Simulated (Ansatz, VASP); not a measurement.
**One calculation of Ta6N5, two programs**

```
CELL_PARAMETERS angstrom
5.17834 0.00000 0.00000
-2.58917 4.48457 0.00000
0.00000 0.00000 5.79176
ATOMIC_POSITIONS crystal
Ta 0.00341 0.99954 0.99949
Ta 0.33329 0.66753 0.24934
Ta 0.66532 0.33161 0.24934
Ta 0.00051 0.99956 0.49951
Ta 0.33331 0.66753 0.74964
Ta 0.66533 0.33159 0.74966
N 0.39826 0.99957 0.99951
N 0.60959 0.60600 0.99949
N 0.00315 0.39309 0.99949
N 0.59872 0.60162 0.49950
N 0.99665 0.39747 0.49950
```

Alike in both runs: functional PBEsol; k mesh 4 × 4 × 3; occupations methfessel-paxton of order 1, width 0.1 eV; no spin polarisation.

Ansatz relaxed the structure, and its values are those at the end. VASP's run is a single point on that final structure, the one shown.

|  | VASP | Ansatz |
| --- | --- | --- |
| version | VASP 6.6.1 | Ansatz 0.2.0 |
| potentials or method | VASP PAW PBE potentials, release 64 (Ta_pv, N), cutoff 520 eV | plane-wave PAW DFT |
| valence electrons in the cell | 91 | 103 |

```csv
,VASP,Ansatz,Ansatz less VASP
rms of the force components (eV/Å),0.013,0.005,-0.0079
```

VASP's potentials were made for PBE, not for PBEsol, and Ansatz warns of the same on its side. VASP's potentials hold 91 valence electrons a cell and Ansatz's 103, so a difference there can come from the potentials and not from the codes.

The k mesh is coarse, so the values compare programs but aren't converged. Neither program's run includes spin-orbit coupling.
